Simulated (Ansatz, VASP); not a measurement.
**Two plane-wave programs on TiCo**

The input INCAR:

```
PREC = Accurate
ENCUT = 520
EDIFF = 1E-6
ISMEAR = -4
SIGMA = 0.1
LREAL = False
LASPH = True
NELM = 150
ALGO = Normal
ISIF = 2
LWAVE = False
LCHARG = False
ISPIN = 2
MAGMOM = 0 0 1 1
LORBIT = 11
LMAXMIX = 4
LDAU = True
LDAUTYPE = 2
LDAUL = 2 -1
LDAUU = 3 0
LDAUJ = 0 0
LDAUPRINT = 1
GGA = PE
NBANDS = 33
```

KPOINTS

```
Automatic mesh
0
Gamma
  8 12 8
```

POSCAR

```
TiCo
1.0
    0.0000000000      2.9861109900      2.9861109900
    2.9861109900      0.0000000000      0.0000000000
    0.0000000000      2.9861109900     -2.9861109900
Ti Co
2 2
Direct
    0.0000000000      0.0000000000      0.0000000000
    0.5000000000      0.0000000000      0.5000000000
    0.5000000000      0.5000000000      0.0000000000
    0.0000000000      0.5000000000      0.5000000000
```

Input for Ansatz:

```yaml
crystal:
  lattice:
    - [0.0, 2.98611099, 2.98611099]
    - [2.98611099, 0.0, 0.0]
    - [0.0, 2.98611099, -2.98611099]
  atoms:
    - { symbol: Ti, position: [0.0, 0.0, 0.0] }
    - { symbol: Ti, position: [0.5, 0.0, 0.5] }
    - { symbol: Co, position: [0.5, 0.5, 0.0], spin: 1.0 }
    - { symbol: Co, position: [0.0, 0.5, 0.5], spin: 1.0 }
magnetization:
  spin_polarized: true
kpoints:
  mp_grid: { grid: [8, 12, 8] }
scf:
  occupations: { method: tetrahedron_uncorrected }
  lower_state_search: "off"
hamiltonian:
  xc: pbe
  pseudopotentials: { kind: paw }
  hubbard: { sites: [{ species: Ti, l: d, u_eff: 3.0 }], double_counting: fll }
output:
  forces: true
  stress: true
  eigenvalues: true
  populations: true
  write_density: true
  write_potential: true
  elf: true
  volumetric_format: npy
```

Alike in both runs: task single point; functional PBE; k mesh 8 × 12 × 8; collinear spin; Hubbard terms Ti d U = 3.0 eV.

|  | VASP | Ansatz |
| --- | --- | --- |
| version | VASP 6.6.1 | Ansatz 0.2.0 |
| potentials or method | VASP PAW PBE potentials, release 64 (Ti_sv, Co) | PAW with Ansatz's default frozen-core files, scalar-relativistic |
| plane-wave cutoff (eV) | 520 | 420 |
| occupations | tetrahedron | tetrahedron-uncorrected |
| valence electrons in the cell | 42 | 58 |

|  | VASP | Ansatz | Ansatz less VASP |
| --- | --- | --- | --- |
| gap on the k mesh at the Fermi level (eV) | none | none | - |
| pressure (GPa) | 5.2 | 4.1 | -1.10 |
| traceless stress, the component that is largest in VASP (GPa) | -0.07 | -0.03 | +0.034 |
| net moment per atom (μB) | 0.45 | 0.43 | -0.022 |
| size of the moment on the site where the two differ most (μB) | 0.03 | 0.08 | +0.053 |

Site moments also hang on the region over which each program counts them. The programs project onto different local orbitals, so the same U acts differently, and such runs can settle in different states. A gap of «none» marks a metal or a gap that the smearing closes. VASP's potentials hold 42 valence electrons a cell and Ansatz's 58, so a difference there can come from the potentials and not from the codes. Ansatz's warnings: band table not solved further, filled band counts differ across k points.
